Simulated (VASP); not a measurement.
# Zn3MoAs4 (Pm-3m) in VASP: further runs

Runs on Zn3MoAs4. Level: PBE. Tasks: single point, relaxation of cell and atoms.

Program: VASP 6.6.1. These are calculated values, not measurements. Logs are shortened: lines on timing, memory, paths and dates and some standing lists are left out, and cuts for length are marked.

**1. The cell of the first run**

The structure is cubic, space group Pm-3m (No. 221). The conventional cell has a = 5.260 Å, b = 5.260 Å, c = 5.260 Å, α = 90.00°, β = 90.00°, γ = 90.00°. Within 3.5 Å of Zn (site symmetry 4/mmm) lie 6 As at 2.63 Å. Within 3.5 Å of Mo (site symmetry m-3m) lie 6 As at 2.63 Å. As (site symmetry m-3m) has 6 Zn at 2.63 Å within 3.5 Å. Within 3.5 Å of As (site symmetry 4/mmm) lie 4 Zn at 2.63 Å and 2 Mo at 2.63 Å.

**2. Single point, PBE**

Input file INCAR:

```
SYSTEM = Zn3MoAs4
  ALGO = Normal
  EDIFF = 1E-6
  ENCUT = 520
  GGA = PE
  ISIF = 2
  ISMEAR = 0
  LASPH = .TRUE.
  LCHARG = .FALSE.
  LREAL = .FALSE.
  LWAVE = .FALSE.
  NBANDS = 45
  NELM = 80
  PREC = Accurate
  SIGMA = 0.1
```

Input file KPOINTS:

```
k-points
0
G
  4 4 4
  0 0 0
```

Input file POSCAR:

```
Zn3MoAs4
1.0
    5.2598985818      0.0000000000      0.0000000000
    0.0000000000      5.2598985818      0.0000000000
    0.0000000000      0.0000000000      5.2598985818
Zn Mo As
3 1 4
Direct
    0.0000000000      0.0000000000      0.5000000000
    0.0000000000      0.5000000000      0.0000000000
    0.5000000000      0.0000000000      0.0000000000
    0.5000000000      0.5000000000      0.5000000000
    0.0000000000      0.0000000000      0.0000000000
    0.5000000000      0.5000000000      0.0000000000
    0.5000000000      0.0000000000      0.5000000000
    0.0000000000      0.5000000000      0.5000000000
```

Potentials or basis: VASP PAW PBE potentials, release 64 (Zn, Mo_sv, As).

Launch:

```bash
cat potpaw_PBE.64/Zn/POTCAR potpaw_PBE.64/Mo_sv/POTCAR potpaw_PBE.64/As/POTCAR > POTCAR
mpirun -np 1 vasp_std > vasp.out
```

OUTCAR:

```text
SYSTEM = Zn3MoAs4
   EDIFF = 1E-6
   ENCUT = 520
   GGA = PE
   ISIF = 2
   ISMEAR = 0
   LASPH = .TRUE.
   LREAL = .FALSE.
   NELM = 80
   PREC = Accurate

 ion  position               nearest neighbor table
   1  0.000  0.000  0.500-   5 2.63   7 2.63   8 2.63   5 2.63   8 2.63   7 2.63
   2  0.000  0.500  0.000-   5 2.63   6 2.63   8 2.63   8 2.63   5 2.63   6 2.63
   3  0.500  0.000  0.000-   5 2.63   6 2.63   7 2.63   7 2.63   6 2.63   5 2.63
   4  0.500  0.500  0.500-   6 2.63   7 2.63   8 2.63   6 2.63   7 2.63   8 2.63
   5  0.000  0.000  0.000-   1 2.63   2 2.63   3 2.63   1 2.63   2 2.63   3 2.63
   6  0.500  0.500  0.000-   2 2.63   3 2.63   4 2.63   4 2.63   3 2.63   2 2.63
   7  0.500  0.000  0.500-   1 2.63   3 2.63   4 2.63   3 2.63   4 2.63   1 2.63
   8  0.000  0.500  0.500-   1 2.63   2 2.63   4 2.63   2 2.63   1 2.63   4 2.63

  LATTYP: Found a simple cubic cell.
 ALAT       =     5.2598985818

  Lattice vectors:

 A1 = (   5.2598985818,   0.0000000000,   0.0000000000)
 A2 = (   0.0000000000,   5.2598985818,   0.0000000000)
 A3 = (   0.0000000000,   0.0000000000,   5.2598985818)

Analysis of symmetry for initial positions (statically):
=====================================================================
 Subroutine PRICEL returns:
 Original cell was already a primitive cell.

 Routine SETGRP: Setting up the symmetry group for a
 simple cubic supercell.

 Subroutine GETGRP returns: Found 48 space group operations
 (whereof 48 operations were pure point group operations)
 out of a pool of 48 trial point group operations.

The static configuration has the point symmetry O_h .

Analysis of symmetry for dynamics (positions and initial velocities):
=====================================================================
 Subroutine PRICEL returns:
 Original cell was already a primitive cell.

 Routine SETGRP: Setting up the symmetry group for a
 simple cubic supercell.

 Subroutine GETGRP returns: Found 48 space group operations
 (whereof 48 operations were pure point group operations)
 out of a pool of 48 trial point group operations.

The dynamic configuration has the point symmetry O_h .

 Subroutine INISYM returns: Found 48 space group operations
 (whereof 48 operations are pure point group operations),
 and found     1 'primitive' translations

----------------------------------------------------------------------------------------

                                     Primitive cell

  volume of cell :     145.5232

  direct lattice vectors                    reciprocal lattice vectors
     5.259898582  0.000000000  0.000000000     0.190117734  0.000000000  0.000000000
     0.000000000  5.259898582  0.000000000     0.000000000  0.190117734  0.000000000
     0.000000000  0.000000000  5.259898582     0.000000000  0.000000000  0.190117734

  length of vectors
     5.259898582  5.259898582  5.259898582     0.190117734  0.190117734  0.190117734

  position of ions in fractional coordinates (direct lattice)
     0.000000000  0.000000000  0.500000000
     0.000000000  0.500000000  0.000000000
     0.500000000  0.000000000  0.000000000
     0.500000000  0.500000000  0.500000000
     0.000000000  0.000000000  0.000000000
     0.500000000  0.500000000  0.000000000
     0.500000000  0.000000000  0.500000000
     0.000000000  0.500000000  0.500000000

  ion indices of the primitive-cell ions
   primitive index   ion index
                 1           1
                 2           2
                 3           3
                 4           4
                 5           5
                 6           6
                 7           7
                 8           8

----------------------------------------------------------------------------------------

 KPOINTS: k-points

Automatic generation of k-mesh.
 Grid dimensions read from file:
 generate k-points for:    4    4    4

 Generating k-lattice:

  Cartesian coordinates                     Fractional coordinates (reciprocal lattice)
     0.047529434  0.000000000  0.000000000     0.250000000  0.000000000  0.000000000
     0.000000000  0.047529434  0.000000000     0.000000000  0.250000000  0.000000000
     0.000000000  0.000000000  0.047529434     0.000000000  0.000000000  0.250000000

  Length of vectors
     0.047529434  0.047529434  0.047529434

  Shift w.r.t. Gamma in fractional coordinates (k-lattice)
     0.000000000  0.000000000  0.000000000

 Subroutine IBZKPT returns following result:
 ===========================================

 Found     10 irreducible k-points:

 Following reciprocal coordinates:
            Coordinates               Weight
  0.000000  0.000000  0.000000      1.000000
  0.250000  0.000000  0.000000      6.000000
  0.500000  0.000000  0.000000      3.000000
  0.250000  0.250000  0.000000     12.000000
  0.500000  0.250000  0.000000     12.000000
  0.500000  0.500000  0.000000      3.000000
  0.250000  0.250000  0.250000      8.000000
  0.500000  0.250000  0.250000     12.000000
  0.500000  0.500000  0.250000      6.000000
  0.500000  0.500000  0.500000      1.000000
   k-points           NKPTS =     10   k-points in BZ     NKDIM =     10   number of bands    NBANDS=     45
   number of dos      NEDOS =    301   number of ions     NIONS =      8
   total plane-waves  NPLWV =  64000
   dimension x,y,z NGX =    40 NGY =   40 NGZ =   40
   dimension x,y,z NGXF=    80 NGYF=   80 NGZF=   80
   ions per type =               3   1   4
   NGX,Y,Z   is equivalent  to a cutoff of  12.64, 12.64, 12.64 a.u.
   NGXF,Y,Z  is equivalent  to a cutoff of  25.29, 25.29, 25.29 a.u.
 SYSTEM =  Zn3MoAs4
   PREC   = accura    normal or accurate (medium, high low for compatibility)
   ISTART =      0    job   : 0-new  1-cont  2-samecut
   ICHARG =      2    charge: 1-file 2-atom 10-const
   ISPIN  =      1    spin polarized calculation?
   LNONCOLLINEAR =      F non collinear calculations
   LSORBIT =      F    spin-orbit coupling
   LASPH  =      T    aspherical Exc in radial PAW
   ENCUT  =  520.0 eV  38.22 Ry    6.18 a.u.   9.78  9.78  9.78*2*pi/ulx,y,z
   NELM   =     80;   NELMIN=  2; NELMDL= -5     # of ELM steps
   EDIFF  = 0.1E-05   stopping-criterion for ELM
   LREAL  =      F    real-space projection
   EDIFFG = 0.1E-04   stopping-criterion for IOM
   NSW    =      0    number of steps for IOM
   IBRION =     -1    ionic relax: 0-MD 1-quasi-New 2-CG
   NFREE  =      0    steps in history (QN), initial steepest desc. (CG)
   ISIF   =      2    stress and relaxation
   ISYM   =      2    0-nonsym 1-usesym 2-fastsym
   POTIM  = 0.5000    time-step for ionic-motion
   TEBEG  =    0.0;   TEEND  =   0.0 temperature during run
   PSTRESS=    0.0 pullay stress
   NELECT =      70.0000    total number of electrons
   NUPDOWN=      -1.0000    fix difference up-down
   EMIN   =  10.00;   EMAX   =-10.00  energy-range for DOS
   EFERMI =   0.00;   METHOD = LEGACY
   ISMEAR =     0;   SIGMA  =   0.10  broadening in eV -4-tet -1-fermi 0-gaus
   EFERMI_NEDOS =   21; number of points for ismear=-14 and -15
   IALGO  =     38    algorithm
   IMIX   =      4    mixing-type and parameters
     AMIX     =   0.40;   BMIX     =  1.00
     AMIX_MAG =   1.60;   BMIX_MAG =  1.00
  volume/ion in A,a.u.               =      18.19       122.75
  Fermi-wavevector in a.u.,A,eV,Ry     =   1.282715  2.423980 22.386448  1.645358
  Thomas-Fermi vector in A             =   2.415010
   LORBIT       =      0    0 simple, 1 ext, 2 COOP (PROOUT), +10 PAW based schemes
   GGA     = PE    functional components
   LHFCALC =     F    Hartree Fock is set to
   AEXX    =    0.0000 exact exchange contribution
   IVDW    =     0    specifies the selected vdW correction
   LEPSILON=     F    determine dielectric tensor
   LRPA    =     F    only Hartree local field effects (RPA)
 non-spin polarized calculation
 Gauss-broadening in eV      SIGMA  =   0.10
  energy-cutoff  :      520.00
  volume of cell :      145.52
 maximum number of plane-waves:      3952
 NGX is ok and might be reduce to    40
   NGX = 19   NGY = 19   NGZ = 19

 number of electron      70.0000025 magnetization

 Free energy of the ion-electron system (eV)
  ---------------------------------------------------
  ext. energy  EPLUGINS =         0.00000000
  ---------------------------------------------------
  free energy    TOTEN  =       -31.62277476 eV

  energy without entropy =      -31.58125445  energy(sigma->0) =      -31.60201460

 E-fermi :   5.1797     XC(G=0): -10.9431

 val. band max:        5.1616732825   @ k =   0.5000   0.2500   0.2500
 cond. band min:       5.1838017942   @ k =   0.2500   0.2500   0.0000
 fundamental gap:      0.0221285116
 Fermi energy:         5.1796845918

 k-point     1 :       0.0000    0.0000    0.0000
  band No.  band energies     occupation
      1     -56.1584      2.00000
      2     -30.2494      2.00000
      3     -30.2494      2.00000
      4     -30.2494      2.00000
      5      -7.8376      2.00000
      6      -5.8171      2.00000
[... 37 lines left out ...]
     44       9.7837      0.00000
     45      10.7671      0.00000

 k-point     2 :       0.2500    0.0000    0.0000
  band No.  band energies     occupation
      1     -56.1584      2.00000
      2     -30.2493      2.00000
      3     -30.2493      2.00000
      4     -30.2493      2.00000
      5      -7.5572      2.00000
      6      -6.0435      2.00000
[... 37 lines left out ...]
     44      10.6996      0.00000
     45      11.4569      0.00000

 k-point     3 :       0.5000    0.0000    0.0000
  band No.  band energies     occupation
      1     -56.1585      2.00000
      2     -30.2493      2.00000
      3     -30.2492      2.00000
      4     -30.2492      2.00000
      5      -6.8547      2.00000
      6      -6.7894      2.00000
[... 325 lines left out ...]
     44       9.7375      0.00000
     45      10.3825      0.00000

 k-point    10 :       0.5000    0.5000    0.5000
  band No.  band energies     occupation
      1     -56.1586      2.00000
      2     -30.2490      2.00000
      3     -30.2490      2.00000
      4     -30.2490      2.00000
      5      -5.6948      2.00000
      6      -5.6948      2.00000
[... 37 lines left out ...]
     44       9.5986      0.00000
     45       9.5986      0.00000

------------------------ aborting loop because EDIFF is reached ----------------------------------------

  FORCE on cell =-STRESS in cart. coord.  units (eV):
  Direction    XX          YY          ZZ          XY          YZ          ZX
  --------------------------------------------------------------------------------------
  -------------------------------------------------------------------------------------
  Total        0.2272028      0.2272028      0.2272028      0.0000000      0.0000000     -0.0000000
  in kB        2.5014522      2.5014522      2.5014522      0.0000000      0.0000000     -0.0000000
  external PRESSURE =       2.5014522 kB  Pullay stress =       0.0000000 kB

 VOLUME and BASIS-vectors are now :
 -----------------------------------------------------------------------------
  energy-cutoff  :      520.00
  volume of cell :      145.52
      direct lattice vectors                 reciprocal lattice vectors
     5.259898582  0.000000000  0.000000000     0.190117734  0.000000000  0.000000000
     0.000000000  5.259898582  0.000000000     0.000000000  0.190117734  0.000000000
     0.000000000  0.000000000  5.259898582     0.000000000  0.000000000  0.190117734

 POSITION                                       TOTAL-FORCE (eV/Angst)
 -----------------------------------------------------------------------------------
      0.00000      0.00000      2.62995         0.000000      0.000000      0.000000
      0.00000      2.62995      0.00000         0.000000      0.000000      0.000000
      2.62995      0.00000      0.00000         0.000000      0.000000      0.000000
      2.62995      2.62995      2.62995         0.000000      0.000000      0.000000
      0.00000      0.00000      0.00000         0.000000      0.000000      0.000000
      2.62995      2.62995      0.00000         0.000000      0.000000      0.000000
      2.62995      0.00000      2.62995         0.000000      0.000000      0.000000
      0.00000      2.62995      2.62995         0.000000      0.000000      0.000000
 -----------------------------------------------------------------------------------
    total drift:                               -0.000000      0.000000     -0.000000

  FREE ENERGIE OF THE ION-ELECTRON SYSTEM (eV)
  ---------------------------------------------------
  free  energy   TOTEN  =       -31.6227747557 eV

  energy  without entropy=      -31.5812544466  energy(sigma->0) =      -31.60201460
```

Wall time 82 s (1 thread of Intel Xeon Platinum 8259CL at 2.50GHz (Skylake/Cascade Lake), shared host); peak memory 0.26 GiB.

What came out:

| Property | Result |
| --- | --- |
| Free energy | -31.6228 eV |
| Pressure | 0.3 GPa |
| Band gap on the k mesh | zero (band 35 reaches 5.99 eV, above the bottom of band 36 at 4.08 eV) |

Levels at points of the mesh, in eV from the Fermi level:
| k point | band 32 | band 33 | band 34 | band 35 | band 36 | band 37 | band 38 | band 39 |
| --- | --- | --- | --- | --- | --- | --- | --- | --- |
| (0.00, 0.00, 0.00) | -1.59 | -1.43 | -1.43 | -1.10 | -1.10 | -1.10 | 0.62 | 0.62 |
| (0.50, 0.00, 0.00) | -1.52 | -1.52 | -1.07 | -0.61 | -0.61 | 0.38 | 0.76 | 0.76 |
| (0.50, 0.50, 0.00) | -1.91 | -0.03 | 0.50 | 0.56 | 0.56 | 0.68 | 0.68 | 0.91 |
| (0.50, 0.50, 0.50) | -0.79 | 0.81 | 0.81 | 0.81 | 1.91 | 1.91 | 1.91 | 3.57 |

**3. Relaxation of cell and atoms, PBE**

This run uses another cell than the first one, of 21.39 Å³/atom, 1.176 times its volume.

Input file INCAR:

```
PREC = Accurate
ENCUT = 600
EDIFF = 1E-6
ISMEAR = 0
SIGMA = 0.1
LREAL = False
LASPH = True
NELM = 80
ALGO = Normal
ISIF = 3
LWAVE = False
LCHARG = False
GGA = PE
IBRION = 2
NSW = 90
EDIFFG = -0.04
```

Input file KPOINTS:

```
Automatic mesh
0
Gamma
  4 4 4
```

POSCAR, as its differences from that of step 2:

```diff
@@ -2,5 +2,5 @@
 1.0
-    5.2598985818      0.0000000000      0.0000000000
-    0.0000000000      5.2598985818      0.0000000000
-    0.0000000000      0.0000000000      5.2598985818
+    5.5520089700      0.0000000000      0.0000000000
+    0.0000000000      5.5520089700      0.0000000000
+    0.0000000000      0.0000000000      5.5520089700
 Zn Mo As
```

Potentials or basis: VASP PAW PBE potentials, release 64 (Zn, Mo_sv, As).

Launch:

```bash
cat potpaw_PBE.64/Zn/POTCAR potpaw_PBE.64/Mo_sv/POTCAR potpaw_PBE.64/As/POTCAR > POTCAR
mpirun -np 1 vasp_std > vasp.out
```

Run time: 4.3 min. Hardware: 1 thread of Intel Xeon Platinum 8259CL at 2.50GHz (Skylake/Cascade Lake), shared host; peak memory 0.39 GiB.

The run converged. Its results:

```
Free energy                            : -31.6279 eV
Relaxed volume                         : 18.23 Å³/atom
Relaxed cell                           : a = 5.264 Å, b = 5.264 Å, c = 5.264 Å, α = 90.00°, β = 90.00°, γ = 90.00°
Space group after relaxing (to 0.05 Å) : Pm-3m (No. 221)
Energy gained by relaxing              : 118.0 meV/atom
Ionic steps                            : 3
Pressure after relaxing                : 0.0 GPa
Band gap on the k mesh                 : zero (band 35 reaches 5.96 eV, above the bottom of band 36 at 4.06 eV)
```

The path:
| step | energy change (eV) | largest force (eV/Å) | pressure (GPa) | volume (Å³) |
| --- | --- | --- | --- | --- |
| 1 | 0.0000 | 0.0000 | -10.28 | 171.14 |
| 2 | -0.8508 | 0.0000 | 4.78 | 139.34 |
| 3 | -0.9438 | 0.0000 | 0.02 | 145.85 |

Final structure:
```
Zn Mo As
1.0
     5.26383    0.00000    0.00000
     0.00000    5.26383    0.00000
     0.00000    0.00000    5.26383
Zn Mo As
3 1 4
Direct
  0.00000 0.00000 0.50000
  0.00000 0.50000 0.00000
  0.50000 0.00000 0.00000
  0.50000 0.50000 0.50000
  0.00000 0.00000 0.00000
  0.50000 0.50000 0.00000
  0.50000 0.00000 0.50000
  0.00000 0.50000 0.50000
```

Levels at points of the mesh, in eV from the Fermi level:
```csv
k point,band 33,band 34,band 35,band 36,band 37,band 38
"(0.00, 0.00, 0.00)",-1.43,-1.43,-1.09,-1.09,-1.09,0.62
"(0.50, 0.00, 0.00)",-1.52,-1.07,-0.61,-0.61,0.38,0.76
"(0.50, 0.50, 0.00)",-0.03,0.50,0.56,0.56,0.68,0.68
"(0.50, 0.50, 0.50)",0.81,0.81,0.81,1.90,1.90,1.90
```
